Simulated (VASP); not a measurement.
Crystal: InAs.

```xyz
2
Lattice="0.0000 3.0932 3.0932 3.0932 0.0000 3.0932 3.0932 3.0932 0.0000" Properties=species:S:1:pos:R:3 pbc="T T T"
In    0.0000    0.0000    0.0000
As    1.5466    1.5466    1.5466
```

- Program: VASP 6.6.1
- Task: relaxation of cell and atoms
- Functional: LDA
- Potentials or basis: VASP PAW LDA potentials, release 64 (In_d, As)
- Cutoff: 600 eV
- k mesh: 12 × 12 × 12
- Occupations: gaussian, width 0.1 eV
- Spin: no spin polarisation

At the start: pressure -3.8 GPa; volume 29.59 Å³/atom.

Task: Where does the relaxation end?

Result: Over 3 steps the energy falls by 27.6 meV/atom and the volume is 27.44 Å³/atom (-7.3 %); space group F-43m (No. 216, to 0.1 Å) before and after.

The path:
```
step  energy change (eV)  largest force (eV/Å)  pressure (GPa)  volume (Å³)
   1              0.0000                0.0000           -3.81        59.19
   2             -0.0468                0.0000            1.83        53.36
   3             -0.0552                0.0000           -0.01        54.87
```

Final structure:
```
In As
1.0
     0.00000    3.01611    3.01611
     3.01611    0.00000    3.01611
     3.01611    3.01611    0.00000
In As
1 1
Direct
  0.00000 0.00000 0.00000
  0.25000 0.25000 0.25000
```
